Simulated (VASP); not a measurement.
Write the native input for VASP 6.6.1 that does the following.

```yaml
Task: single point
Functional: PBE
Potentials_or_basis: VASP PAW PBE potentials, release 64 (Mn_pv, Si)
Cutoff: 520 eV
k_mesh: 4 × 4 × 4
Occupations: gaussian, width 0.1 eV
Spin: collinear spin, ferromagnetic start
Starting_moments: "[4.0, 4.0, 4.0, 4.0, 0.0, 0.0, 0.0, 0.0] μB"
Dipole_correction: no
Further_INCAR_settings: ALGO = Normal; EDIFF = 1e-06; NBANDS = 48
```

The structure of MnSi lies in POSCAR:

```
MnSi
1.0
    4.5561299300      0.0000000000      0.0000000000
    0.0000000000      4.5561299300      0.0000000000
    0.0000000000      0.0000000000      4.5561299300
Mn Si
4 4
Direct
    0.1383000000      0.1383000000      0.1383000000
    0.3617000000      0.8617000000      0.6383000000
    0.6383000000      0.3617000000      0.8617000000
    0.8617000000      0.6383000000      0.3617000000
    0.8460999700      0.8460999700      0.8460999700
    0.6539000300      0.1539000300      0.3460999700
    0.3460999700      0.6539000300      0.1539000300
    0.1539000300      0.3460999700      0.6539000300
```

The input as run:

INCAR

```
PREC = Accurate
ENCUT = 520
EDIFF = 1E-6
ISMEAR = 0
SIGMA = 0.1
LREAL = F
LASPH = T
NELM = 150
ALGO = Normal
ISIF = 2
LWAVE = F
LCHARG = F
ISPIN = 2
MAGMOM = 4 4 4 4 0 0 0 0
LORBIT = 11
LMAXMIX = 4
GGA = PE
NBANDS = 48
```

KPOINTS

```
Automatic mesh
0
Gamma
  4 4 4
```

Potentials or basis: VASP PAW PBE potentials, release 64 (Mn_pv, Si).

Launch:

```console
$ cat potpaw_PBE.64/Mn_pv/POTCAR potpaw_PBE.64/Si/POTCAR > POTCAR
$ mpirun -np 1 vasp_std > vasp.out
```

It gave:

```
Pressure                                              : -5.5 GPa
Largest force                                         : 0.284 eV/Å
Band gap on the k mesh                                : zero (filled and empty bands overlap)
Net moment                                            : 4.02 μB per cell
Site moments                                          : Mn +1.07; Si -0.05 μB
Valence electrons inside the program's atomic spheres : Mn 11.96; Si 1.63
```

Caveat: the cell stands under tension.

Wall time 99 s on 1 thread of Intel(R) Xeon(R) Platinum 8275CL CPU @ 3.00GHz (Skylake/Cascade Lake) (shared host), peak memory 0.27 GiB.
